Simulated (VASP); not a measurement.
A run of VASP 6.6.1:

The input POSCAR:

```
Mg3CoO4
1.0
    4.0500000000      0.0000000000      0.0000000000
    0.0000000000      4.0500000000      0.0000000000
    0.0000000000      0.0000000000      4.0500000000
Co Mg O
1 3 4
Direct
    0.0000000000      0.0000000000      0.0000000000
    0.0000000000      0.5000000000      0.5000000000
    0.5000000000      0.0000000000      0.5000000000
    0.5000000000      0.5000000000      0.0000000000
    0.5000000000      0.5000000000      0.5000000000
    0.5000000000      0.0000000000      0.0000000000
    0.0000000000      0.5000000000      0.0000000000
    0.0000000000      0.0000000000      0.5000000000
```

Contents of INCAR.step1:

```
PREC = Accurate
ENCUT = 660
ISMEAR = -1
SIGMA = 0.1
LREAL = F
LASPH = T
NELM = 200
ISPIN = 2
MAGMOM = 3 0 0 0 0 0 0 0
LMAXMIX = 4
NBANDS = 34
GGA = PE
ALGO = Normal
EDIFF = 1E-5
LWAVE = T
LCHARG = F
GGA_COMPAT = F
```

INCAR.step2

```
PREC = Accurate
ENCUT = 660
EDIFF = 1E-6
ISMEAR = -1
SIGMA = 0.1
LREAL = F
LASPH = T
NELM = 200
ALGO = Normal
ISIF = 2
LWAVE = F
LCHARG = F
ISPIN = 2
MAGMOM = 3 0 0 0 0 0 0 0
LORBIT = 11
LMAXMIX = 4
METAGGA = R2SCAN
LMIXTAU = T
NBANDS = 34
ISTART = 1
GGA_COMPAT = F
```

KPOINTS

```
Automatic mesh
0
Gamma
  1 1 1
```

Potentials or basis: VASP PAW PBE potentials, release 64 (Co, Mg, O).

Command:

```bash
$ cat potpaw_PBE.64/Co/POTCAR potpaw_PBE.64/Mg/POTCAR potpaw_PBE.64/O/POTCAR > POTCAR
$ cp INCAR.step1 INCAR
$ mpirun -np 1 vasp_gam > vasp.out
$ cp INCAR.step2 INCAR
$ mpirun -np 1 vasp_gam > vasp.out
```

Hardware: 1 thread of Intel(R) Xeon(R) Platinum 8488C (Sapphire Rapids), with other jobs on the host.

How long does it take, and how much memory?

It took 65 s on 1 thread of Intel(R) Xeon(R) Platinum 8488C (Sapphire Rapids), on a shared host, peak memory 0.25 GiB. Counts: k points 1.
